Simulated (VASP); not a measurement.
Runs of VASP 6.6.1 on SiO2 (Stishovite). The structure is that of space group P4_2/mnm (No. 136), or close to it. The cells are those of the table. 

| cell | gap on the mesh (eV) | pressure (GPa) | largest force (eV/Å) |
| --- | --- | --- | --- |
| a = 4.070, b = 4.070, c = 2.597 Å, 6 atoms | 7.00 | 43.1 | 0.69 |
| a = 4.279, b = 4.279, c = 2.730 Å, 6 atoms | 4.37 | -10.3 | (c) |
| a = 4.177, b = 4.177, c = 2.665 Å, 6 atoms | 5.62 | 11.4 | 0.10 |
| a = 4.312, b = 4.312, c = 2.751 Å, 6 atoms | 3.99 | -15.9 | 0.48 |
| a = 4.142, b = 4.142, c = 2.643 Å, 6 atoms | 6.09 | 20.6 | 0.28 |
| a = 4.106, b = 4.106, c = 2.620 Å, 6 atoms | (d) | 31.1 | 0.47 |
| a = 4.246, b = 4.246, c = 2.709 Å, 6 atoms | 4.77 | (a) | 0.22 |
| a = 4.033, b = 4.033, c = 2.573 Å, 6 atoms | 7.08 | (b) | 0.92 |
| a = 4.212, b = 4.212, c = 2.687 Å, 6 atoms | 5.18 | 3.2 | 0.07 |

Alike in all rows: task single point; level PBE; potentials or basis VASP PAW PBE potentials, release 64 (Si, O); no spin polarisation; k mesh 6 × 6 × 8; cutoff (eV) 520; smearing fermi-dirac 0.1 eV.

**Question.** Estimate the missing entries.

**Answer.** (a) -4.0; (b) 56.6; (c) 0.36; (d) 6.58.

A k mesh can miss the band edges.
